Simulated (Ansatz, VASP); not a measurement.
HfSc2O3 in VASP and in Ansatz

```xyz
6
Lattice="3.1770 0.0000 0.0000 -1.5885 2.7514 0.0000 0.0000 0.0000 7.7548" Properties=species:S:1:pos:R:3 pbc="T T T"
Hf    0.0000    0.0000    0.0000
Sc    0.0000    1.8342    5.1632
Sc    1.5885    0.9171    2.5917
O     0.0000    1.8342    1.3386
O     1.5885    0.9171    6.4162
O     0.0000    0.0000    3.8774
```

Change from the starting cell: species swapped into the Mg2ZnO3 type (P-3m1, No. 164).

Alike in both runs: task single point; functional PBE; k mesh 6 × 6 × 2; occupations gaussian, width 0.1 eV; no spin polarisation.

|  | VASP | Ansatz |
| --- | --- | --- |
| version | VASP 6.6.1 | Ansatz 0.2.0 |
| potentials or method | VASP PAW PBE potentials, release 64 (Hf_pv, Sc_sv, O), cutoff 520 eV | scalar-relativistic, plane waves, PAW |
| valence electrons in the cell | 50 | 66 |

```csv
,VASP,Ansatz,Ansatz less VASP
gap on the k mesh at the Fermi level (eV),none,none,-
pressure (GPa),1.9,2.3,+0.40
"traceless stress, the component that is largest in VASP (GPa)",3.91,3.96,+0.048
rms of the force components (eV/Å),0.122,0.181,+0.0598
```

Atom by atom the forces differ by 0.067 eV/Å (rms over components). A gap of «none» marks a metal or a gap that the smearing closes. With one functional, cell and mesh, what is left measures potentials, basis and numerics. VASP's potentials hold 50 valence electrons a cell and Ansatz's 66, so a difference there can come from the potentials and not from the codes.

The k mesh is coarse, so the values compare programs but aren't converged. Neither program's run includes spin-orbit coupling.
